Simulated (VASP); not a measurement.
# CdAg4 in VASP: single point with PBE

Aim: the single point of CdAg4 with PBE.

Program: VASP 6.6.1. These are calculated values, not measurements. Logs are shortened: lines on timing, memory, paths and dates and some standing lists are left out, and cuts for length are marked.

## 1. The cell of the first run

The cell holds a slab with vacuum, 5 atoms: a = 2.933 Å, b = 4.148 Å, c = 21.867 Å, α = 90.00°, β = 90.00°, γ = 90.00°.

## 2. Single point, PBE

File INCAR:

```
  PREC = Accurate
  ENCUT = 520
  EDIFF = 1E-6
  ISMEAR = -1
  SIGMA = 0.08
  LREAL = F
  LASPH = T
  NELM = 60
  ALGO = Normal
  ISIF = 2
  LWAVE = F
  LCHARG = F
  LDIPOL = T
  IDIPOL = 3
  DIPOL = 0.5 0.5 0.500
  GGA = PE
  NBANDS = 36
```

File KPOINTS:

```
regular mesh
0
Gamma
  14 10 1
```

File POSCAR:

```
CdAg4
1.0
    2.9333909044      0.0000000000      0.0000000000
    0.0000000000      4.1484412008      0.0000000000
    0.0000000000      0.0000000000     21.8668000000
Cd Ag
1 4
Direct
    0.0000000000      0.0000000000      0.3693695523
    0.5000000000      0.5000000000      0.4309424661
    0.0000000000      0.0000000000      0.5000000001
    0.5000000000      0.5000000000      0.5690575337
    0.0000000000      0.0000000000      0.6306304477
```

Potentials or basis: VASP PAW PBE potentials, release 64 (Cd, Ag).

On the command line:

```console
cat potpaw_PBE.64/Cd/POTCAR potpaw_PBE.64/Ag/POTCAR > POTCAR
mpirun -np 1 vasp_std > vasp.out
```

OUTCAR:

```text
PREC = Accurate
   ENCUT = 520
   EDIFF = 1E-6
   ISMEAR = -1
   LREAL = F
   LASPH = T
   NELM = 60
   ISIF = 2
   GGA = PE

 ion  position               nearest neighbor table
   1  0.000  0.000  0.369-   3 2.86   2 2.88   2 2.88   2 2.88   2 2.88
   2  0.500  0.500  0.431-   1 2.88   1 2.88   1 2.88   1 2.88   3 2.96   3 2.96   3 2.96   3 2.96
                             4 3.02
   3  0.000  0.000  0.500-   5 2.86   1 2.86   4 2.96   4 2.96   4 2.96   4 2.96   2 2.96   2 2.96
                             2 2.96   2 2.96
   4  0.500  0.500  0.569-   5 2.88   5 2.88   5 2.88   5 2.88   3 2.96   3 2.96   3 2.96   3 2.96
                             2 3.02
   5  0.000  0.000  0.631-   3 2.86   4 2.88   4 2.88   4 2.88   4 2.88

  LATTYP: Found a simple orthorhombic cell.
 ALAT       =     2.9333909044
 B/A-ratio  =     1.4142135624
 C/A-ratio  =     7.4544446044

  Lattice vectors:

 A1 = (   2.9333909044,   0.0000000000,   0.0000000000)
 A2 = (   0.0000000000,   4.1484412008,   0.0000000000)
 A3 = (   0.0000000000,   0.0000000000,  21.8668000000)

Analysis of symmetry for initial positions (statically):
=====================================================================
 Subroutine PRICEL returns:
 Original cell was already a primitive cell.

 Routine SETGRP: Setting up the symmetry group for a
 simple orthorhombic supercell.

 Subroutine GETGRP returns: Found  4 space group operations
 (whereof  4 operations were pure point group operations)
 out of a pool of  8 trial point group operations.

The static configuration has the point symmetry C_2v.

Analysis of symmetry for dynamics (positions and initial velocities):
=====================================================================
 Subroutine PRICEL returns:
 Original cell was already a primitive cell.

 Routine SETGRP: Setting up the symmetry group for a
 simple orthorhombic supercell.

 Subroutine GETGRP returns: Found  4 space group operations
 (whereof  4 operations were pure point group operations)
 out of a pool of  8 trial point group operations.

The dynamic configuration has the point symmetry C_2v.

 Subroutine INISYM returns: Found  4 space group operations
 (whereof  4 operations are pure point group operations),
 and found     1 'primitive' translations

----------------------------------------------------------------------------------------

                                     Primitive cell

  volume of cell :     266.0971

  direct lattice vectors                    reciprocal lattice vectors
[... 103 lines left out ...]
   PSTRESS=    0.0 pullay stress
   NELECT =      56.0000    total number of electrons
   NUPDOWN=      -1.0000    fix difference up-down
   EMIN   =  10.00;   EMAX   =-10.00  energy-range for DOS
   EFERMI =   0.00;   METHOD = LEGACY
   ISMEAR =    -1;   SIGMA  =   0.08  broadening in eV -4-tet -1-fermi 0-gaus
   EFERMI_NEDOS =   21; number of points for ismear=-14 and -15
   IALGO  =     38    algorithm
   IMIX   =      4    mixing-type and parameters
     AMIX     =   0.40;   BMIX     =  1.00
     AMIX_MAG =   1.60;   BMIX_MAG =  1.00
  volume/ion in A,a.u.               =      53.22       359.14
  Fermi-wavevector in a.u.,A,eV,Ry     =   0.973772  1.840163 12.901489  0.948233
  Thomas-Fermi vector in A             =   2.104179
   LORBIT       =      0    0 simple, 1 ext, 2 COOP (PROOUT), +10 PAW based schemes
   GGA     = PE    functional components
   LHFCALC =     F    Hartree Fock is set to
   AEXX    =    0.0000 exact exchange contribution
   IVDW    =     0    specifies the selected vdW correction
   LEPSILON=     F    determine dielectric tensor
   LRPA    =     F    only Hartree local field effects (RPA)
 non-spin polarized calculation
  energy-cutoff  :      520.00
  volume of cell :      266.10
 maximum number of plane-waves:      7241
 NGX is ok and might be reduce to    24
   NGX = 11   NGY = 15   NGZ = 81

 dipolmoment           0.000000      0.000000     -0.073647 electrons x Angstroem

 number of electron      56.0000027 magnetization

 dipolmoment           0.000000      0.000000      0.010694 electrons x Angstroem

 Free energy of the ion-electron system (eV)
  ---------------------------------------------------
  ext. energy  EPLUGINS =         0.00000000
  ---------------------------------------------------
  free energy    TOTEN  =       -10.58548027 eV

  energy without entropy =      -10.55007558  energy(sigma->0) =      -10.56777792

 E-fermi :  -0.1467     XC(G=0):  -4.8537

 val. band max:       -0.1506728238   @ k =   0.2857   0.3000   0.0000
 cond. band min:      -0.1423090341   @ k =   0.3571   0.5000   0.0000
 fundamental gap:      0.0083637897
 Fermi energy:        -0.1466812032

 k-point     1 :       0.0000    0.0000    0.0000
  band No.  band energies     occupation
      1      -9.6251      2.00000
      2      -9.0568      2.00000
      3      -8.9410      2.00000
      4      -8.5910      2.00000
      5      -8.5802      2.00000
      6      -7.6539      2.00000
[... 925 lines left out ...]
     35       6.2139      0.00000
     36       6.4045      0.00000

 [... further k-points ...]

------------------------ aborting loop because EDIFF is reached ----------------------------------------

 vacuum level on the upper side and lower side of the slab       (xc-potential included)        -0.098        -0.261

  FORCE on cell =-STRESS in cart. coord.  units (eV):
  Direction    XX          YY          ZZ          XY          YZ          ZX
  --------------------------------------------------------------------------------------
  -------------------------------------------------------------------------------------
  Total        0.0639544      0.2336277      0.5925723      0.0000000      0.0000000      0.0000000
  in kB        0.3850712      1.4066782      3.5678932      0.0000000      0.0000000      0.0000000
  external PRESSURE =       1.7865475 kB  Pullay stress =       0.0000000 kB

 VOLUME and BASIS-vectors are now :
 -----------------------------------------------------------------------------
  energy-cutoff  :      520.00
  volume of cell :      266.10
      direct lattice vectors                 reciprocal lattice vectors
     2.933390904  0.000000000  0.000000000     0.340902400  0.000000000  0.000000000
     0.000000000  4.148441201  0.000000000     0.000000000  0.241054399  0.000000000
     0.000000000  0.000000000 21.866800000     0.000000000  0.000000000  0.045731428

 POSITION                                       TOTAL-FORCE (eV/Angst)
 -----------------------------------------------------------------------------------
      0.00000      0.00000      8.07693         0.000000      0.000000     -0.386883
      1.46670      2.07422      9.42333         0.000000      0.000000      0.197392
      0.00000      0.00000     10.93340         0.000000      0.000000      0.271515
      1.46670      2.07422     12.44347         0.000000      0.000000     -0.039265
      0.00000      0.00000     13.78987         0.000000      0.000000     -0.042759
 -----------------------------------------------------------------------------------
    total drift:                                0.000000      0.000000     -0.000250

  FREE ENERGIE OF THE ION-ELECTRON SYSTEM (eV)
  ---------------------------------------------------
  free  energy   TOTEN  =       -10.5854802663 eV

  energy  without entropy=      -10.5500755827  energy(sigma->0) =      -10.56777792

 vacuum level on the upper side and lower side of the slab         3.682         3.512
```

OSZICAR:

```text
N       E                     dE             d eps       ncg     rms          rms(c)
DAV:   1     0.353985935586E+03    0.35399E+03   -0.25169E+04  3464   0.131E+03
DAV:   2     0.862209626468E+00   -0.35312E+03   -0.34064E+03  3832   0.298E+02
DAV:   3    -0.114567095238E+02   -0.12319E+02   -0.12195E+02  3840   0.586E+01
[... 16 lines left out ...]
DAV:  20    -0.105854672378E+02   -0.57776E-05   -0.48076E-07  2420   0.441E-03    0.179E-03
DAV:  21    -0.105854731466E+02   -0.59088E-05   -0.32188E-07  2388   0.365E-03    0.438E-04
DAV:  22    -0.105854767004E+02   -0.35538E-05   -0.13426E-07  2460   0.136E-03    0.264E-04
DAV:  23    -0.105854796315E+02   -0.29311E-05   -0.15260E-07  2420   0.853E-04    0.315E-04
DAV:  24    -0.105854802663E+02   -0.63481E-06   -0.12392E-08  2388   0.716E-04
   1 F= -.10585480E+02 E0= -.10567778E+02  d E =-.354047E-01
```

It took 6.6 min on 1 thread of Intel Xeon 6975P-C (Granite Rapids), shared host; peak memory 0.59 GiB.

Results:

| Property | Result |
| --- | --- |
| Free energy | -10.5855 eV |
| Largest force | 0.387 eV/Å |
| Band gap on the k mesh | zero (bands 28 and 29 overlap by 3.44 eV) |

Forces in eV/Å, atoms in the order of the input:
```
Cd   0.000  0.000 -0.387
Ag   0.000  0.000  0.197
Ag   0.000  0.000  0.272
Ag   0.000  0.000 -0.039
Ag   0.000  0.000 -0.043
```

Levels at points of the mesh, in eV from the Fermi level:
```csv
k point,band 24,band 25,band 26,band 27,band 28,band 29,band 30,band 31,band 32,band 33
"(0.00, 0.00, 0.00)",-3.52,-3.49,-3.31,-2.94,-2.16,0.17,1.91,2.52,3.79,3.97
"(0.50, 0.00, 0.00)",-3.13,-3.02,-1.35,-0.81,0.08,0.19,1.54,2.73,4.15,6.35
"(0.00, 0.50, 0.00)",-3.33,-3.17,-3.14,-3.04,-2.66,-1.74,-0.12,-0.08,1.41,4.31
"(0.50, 0.50, 0.00)",-3.04,-2.99,-0.29,0.21,1.71,1.79,2.46,3.14,3.46,4.23
```
